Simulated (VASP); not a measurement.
# Cu (Fm-3m) in VASP: settings compared, part 2 of 2

VASP 6.6.1. Earlier steps stand in the parts before.

**3. Single point, BLYP+D4**

This run uses another cell than the first one, of 11.43 Å³/atom.

INCAR

```
SYSTEM = Cu
PREC = Accurate
ENCUT = 600
EDIFF = 1E-6
ISMEAR = -1
SIGMA = 0.05
LREAL = .FALSE.
LASPH = .TRUE.
NELM = 120
ALGO = Normal
ISIF = 2
LWAVE = .FALSE.
LCHARG = .TRUE.
GGA = B5
ALDAX = 1.0
AGGAX = 1.0
AGGAC = 1.0
ALDAC = 0.0
IVDW = 13
LELF = .TRUE.
LVHAR = .TRUE.
NBANDS = 12
VDW_S6 = 1.0
VDW_S8 = 2.34076671
VDW_A1 = 0.44488865
VDW_A2 = 4.0933009
GGA_COMPAT = .FALSE.
```

KPOINTS

```
regular mesh
0
G
  13 13 13
  0 0 0
```

POSCAR

```
Cu
1.0
    0.0000000000      1.7880504465      1.7880504465
    1.7880504465      0.0000000000      1.7880504465
    1.7880504465      1.7880504465      0.0000000000
Cu
1
Direct
    0.0000000000      0.0000000000      0.0000000000
```

Potentials or basis: VASP PAW PBE potentials, release 64 (Cu).

Command:

```sh
$ cat potpaw_PBE.64/Cu/POTCAR > POTCAR
$ mpirun -np 1 vasp_std > vasp.out
```

Run time: 10 s. Hardware: 1 thread of AMD EPYC 9R45 (Zen 5), shared host; peak memory 0.1 GiB.

It converged, with:

- Free energy: -4.0504 eV
- Pressure: 0.7 GPa
- Band gap on the k mesh: zero (an odd number of electrons rules out a gap without spin polarisation)
- Dispersion energy per atom: -1.128 eV

Levels at points of the mesh, in eV from the Fermi level:
```
           k point  band 3  band 4  band 5  band 6  band 7  band 8  band 9  band 10
(0.00, 0.00, 0.00)   -3.44   -3.44   -2.58   -2.58   22.98   25.51   25.51    25.51
```

Caveat: the PAW data sets were made with another functional, which shifts forces and pressure a little.

**4. Single point, RPBE**

This run uses another cell than the first one, of 12.38 Å³/atom.

INCAR

```
SYSTEM = Cu
PREC = Accurate
ENCUT = 600
EDIFF = 1E-6
ISMEAR = -1
SIGMA = 0.05
LREAL = .False.
LASPH = .True.
NELM = 120
ALGO = Normal
ISIF = 2
LWAVE = .False.
LCHARG = .False.
GGA = RP
NBANDS = 12
GGA_COMPAT = .False.
```

KPOINTS

```
Automatic mesh
0
Gamma
  13 13 13
  0 0 0
```

POSCAR

```
Cu
1.0
    0.0000000000      1.8359559416      1.8359559416
    1.8359559416      0.0000000000      1.8359559416
    1.8359559416      1.8359559416      0.0000000000
Cu
1
Direct
    0.0000000000      0.0000000000      0.0000000000
```

Command:

```sh
$ cat potpaw_PBE.64/Cu/POTCAR > POTCAR
$ mpirun -np 1 vasp_std > vasp.out
```

Run time: 9.2 s. Hardware: 1 thread of AMD EPYC 9R45 (Zen 5), shared host; peak memory 0.11 GiB.

Results (log left out):

* Free energy: -3.2569 eV
* Pressure: 0.6 GPa
* Band gap on the k mesh: zero (an odd number of electrons rules out a gap without spin polarisation)

Levels at points of the mesh, in eV from the Fermi level:
```csv
k point,band 3,band 4,band 5,band 6,band 7,band 8,band 9,band 10
"(0.00, 0.00, 0.00)",-3.06,-3.06,-2.30,-2.30,21.99,24.38,24.38,24.38
```

Caveat: the PAW data sets were made with another functional, which shifts forces and pressure a little.

**5. Single point, r2SCAN+rVV10**

POSCAR

```
Cu
1.0
    0.0000000000      1.7803448777      1.7803448777
    1.7803448777      0.0000000000      1.7803448777
    1.7803448777      1.7803448777      0.0000000000
Cu
1
Direct
    0.0000000000      0.0000000000      0.0000000000
```

INCAR.step1

```
PREC     = Accurate       # precision mode
ENCUT    = 660            # plane-wave cutoff, eV
ISMEAR   = -1             # smearing method
SIGMA    = 0.05           # smearing width, eV
LREAL    = False          # projectors in reciprocal space
LASPH    = True           # aspherical terms in the spheres
NELM     = 120            # most SCF steps
NBANDS   = 12             # bands
GGA      = PE             # functional
ALGO     = Normal         # electronic algorithm
EDIFF    = 1E-5           # SCF threshold, eV
LWAVE    = True           # write WAVECAR
LCHARG   = False          # write CHGCAR
GGA_COMPAT= False
```

INCAR.step2

```
PREC     = Accurate       # precision mode
ENCUT    = 660            # plane-wave cutoff, eV
EDIFF    = 1E-6           # SCF threshold, eV
ISMEAR   = -1             # smearing method
SIGMA    = 0.05           # smearing width, eV
LREAL    = False          # projectors in reciprocal space
LASPH    = True           # aspherical terms in the spheres
NELM     = 120            # most SCF steps
ALGO     = Normal         # electronic algorithm
ISIF     = 2              # what is computed and relaxed
LWAVE    = False          # write WAVECAR
LCHARG   = False          # write CHGCAR
METAGGA  = R2SCAN         # meta-GGA
LMIXTAU  = True         
LUSE_VDW = True         
IVDW_NL  = 2            
BPARAM   = 11.95        
CPARAM   = 0.0093       
NBANDS   = 12             # bands
ISTART   = 1            
GGA_COMPAT= False
```

KPOINTS

```
regular mesh
0
Gamma
  13 13 13
```

Command:

```sh
$ cat potpaw_PBE.64/Cu/POTCAR > POTCAR
$ cp INCAR.step1 INCAR
$ mpirun -np 1 vasp_std > vasp.out
$ cp INCAR.step2 INCAR
$ mpirun -np 1 vasp_std > vasp.out
```

It took 54 s on 1 thread of AMD EPYC 9R45 (Zen 5), shared host; peak memory 0.19 GiB.

The run converged. Its results:

```yaml
Free_energy: -10.5396 eV
Pressure: 0.8 GPa
Band_gap_on_the_k_mesh: zero (an odd number of electrons rules out a gap without spin polarisation)
```

Levels at points of the mesh, in eV from the Fermi level:
```csv
k point,band 4,band 5,band 6,band 7,band 8,band 9
"(0.00, 0.00, 0.00)",-3.47,-2.59,-2.59,23.56,26.96,26.96
```

Caveat: the PAW data sets were made with another functional, which shifts forces and pressure a little.

**6. Single point, PBE**

This run uses another cell than the first one, of 11.81 Å³/atom.

INCAR

```
SYSTEM = Cu
ALGO = Normal ; EDIFF = 1E-6
ENCUT = 600 ; GGA = PE
GGA_COMPAT = .False. ; ISIF = 2
ISMEAR = -1 ; LASPH = .True.
LCHARG = .False. ; LREAL = .False.
LWAVE = .False. ; NBANDS = 12
NELM = 120 ; PREC = Accurate
SIGMA = 0.05
```

KPOINTS

```
k-points
0
Gamma
  17 17 17
  0 0 0
```

POSCAR

```
Cu
1.0
    0.0000000000      1.8075000000      1.8075000000
    1.8075000000      0.0000000000      1.8075000000
    1.8075000000      1.8075000000      0.0000000000
Cu
1
Direct
    0.0000000000      0.0000000000      0.0000000000
```

Potentials or basis: VASP PAW PBE potentials, release 64 (Cu).

Command:

```sh
$ cat potpaw_PBE.64/Cu/POTCAR > POTCAR
$ mpirun -np 1 vasp_std > vasp.out
```

OUTCAR:

```text
SYSTEM = Cu
   EDIFF = 1E-6
   ENCUT = 600
   GGA = PE
   ISIF = 2
   ISMEAR = -1
   LASPH = .True.
   LREAL = .False.
   NELM = 120
   PREC = Accurate

 ion  position               nearest neighbor table
   1  0.000  0.000  0.000-

  LATTYP: Found a face centered cubic cell.
 ALAT       =     3.6150000000

  Lattice vectors:

 A1 = (   0.0000000000,   1.8075000000,   1.8075000000)
 A2 = (   1.8075000000,   0.0000000000,   1.8075000000)
[... 538 lines left out ...]
     12      36.2621      0.00000

 [... further k-points ...]

------------------------ aborting loop because EDIFF is reached ----------------------------------------

  FORCE on cell =-STRESS in cart. coord.  units (eV):
  Direction    XX          YY          ZZ          XY          YZ          ZX
  --------------------------------------------------------------------------------------
  -------------------------------------------------------------------------------------
  Total        0.1623446      0.1623446      0.1623446     -0.0000000     -0.0000000      0.0000000
  in kB       22.0233534     22.0233534     22.0233534     -0.0000000     -0.0000000      0.0000000
  external PRESSURE =      22.0233534 kB  Pullay stress =       0.0000000 kB

 VOLUME and BASIS-vectors are now :
 -----------------------------------------------------------------------------
  energy-cutoff  :      600.00
  volume of cell :       11.81
      direct lattice vectors                 reciprocal lattice vectors
     0.000000000  1.807500000  1.807500000    -0.276625173  0.276625173  0.276625173
     1.807500000  0.000000000  1.807500000     0.276625173 -0.276625173  0.276625173
     1.807500000  1.807500000  0.000000000     0.276625173  0.276625173 -0.276625173

 POSITION                                       TOTAL-FORCE (eV/Angst)
 -----------------------------------------------------------------------------------
      0.00000      0.00000      0.00000         0.000000      0.000000      0.000000
 -----------------------------------------------------------------------------------
    total drift:                               -0.000000     -0.000000     -0.000000

  FREE ENERGIE OF THE ION-ELECTRON SYSTEM (eV)
  ---------------------------------------------------
  free  energy   TOTEN  =        -3.7262884722 eV

  energy  without entropy=       -3.7235931897  energy(sigma->0) =       -3.72494083
```

OSZICAR:

```text
N       E                     dE             d eps       ncg     rms          rms(c)
DAV:   1     0.455795810315E+02    0.45580E+02   -0.58952E+03  4424   0.171E+03
DAV:   2    -0.304628055459E+01   -0.48626E+02   -0.44726E+02  4076   0.216E+02
DAV:   3    -0.462252177983E+01   -0.15762E+01   -0.15632E+01  4704   0.438E+01
DAV:   4    -0.463254193476E+01   -0.10020E-01   -0.10019E-01  4524   0.310E+00
DAV:   5    -0.463263326796E+01   -0.91333E-04   -0.91333E-04  4688   0.300E-01    0.769E+00
DAV:   6    -0.410527772650E+01    0.52736E+00   -0.14540E+01  4764   0.732E+01    0.393E+00
DAV:   7    -0.373916726989E+01    0.36611E+00   -0.22993E+00  4752   0.291E+01    0.602E-01
DAV:   8    -0.372763494386E+01    0.11532E-01   -0.45246E-03  4452   0.854E-01    0.276E-01
DAV:   9    -0.372628632224E+01    0.13486E-02   -0.82538E-03  5028   0.160E+00    0.277E-02
DAV:  10    -0.372628988576E+01   -0.35635E-05   -0.31386E-05  5688   0.875E-02    0.918E-03
DAV:  11    -0.372628836147E+01    0.15243E-05   -0.14086E-06  3416   0.226E-02    0.254E-04
DAV:  12    -0.372628847221E+01   -0.11074E-06   -0.70705E-08  2404   0.309E-03
   1 F= -.37262885E+01 E0= -.37249408E+01  d E =-.269528E-02
```

Wall time 12 s (1 thread of AMD EPYC 9R45 (Zen 5), shared host); peak memory 0.11 GiB.

What came out:

```yaml
Free_energy: -3.7263 eV
Pressure: 2.2 GPa
Band_gap_on_the_k_mesh: zero (an odd number of electrons rules out a gap without spin polarisation)
```

Levels at points of the mesh, in eV from the Fermi level:
| k point | band 3 | band 4 | band 5 | band 6 | band 7 | band 8 | band 9 | band 10 |
| --- | --- | --- | --- | --- | --- | --- | --- | --- |
| (0.00, 0.00, 0.00) | -3.10 | -3.10 | -2.28 | -2.28 | 22.53 | 25.17 | 25.17 | 25.17 |

**7. Summary**

| level | cell | k mesh | cutoff (eV) | gap on the mesh (eV) | pressure (GPa) |
| --- | --- | --- | --- | --- | --- |
| PBEsol | a = 2.519 Å, angles 60.0°, 1 atom | 13 × 13 × 13 | 600 | none | 0.8 |
| BLYP+D4 | a = 2.529 Å, angles 60.0°, 1 atom | 13 × 13 × 13 | 600 | none | 0.7 |
| RPBE | a = 2.596 Å, angles 60.0°, 1 atom | 13 × 13 × 13 | 600 | none | 0.6 |
| r2SCAN+rVV10 | a = 2.518 Å, angles 60.0°, 1 atom | 13 × 13 × 13 | 660 | none | 0.8 |
| PBE | a = 2.556 Å, angles 60.0°, 1 atom | 17 × 17 × 17 | 600 | none | 2.2 |

Alike in all rows: task single point; potentials or basis VASP PAW PBE potentials, release 64 (Cu); no spin polarisation; smearing fermi-dirac 0.05 eV.

Caveats: the PAW data sets were made with another functional, which shifts forces and pressure a little (at least some runs).

Absolute energies hang on the potentials; compare differences alone.
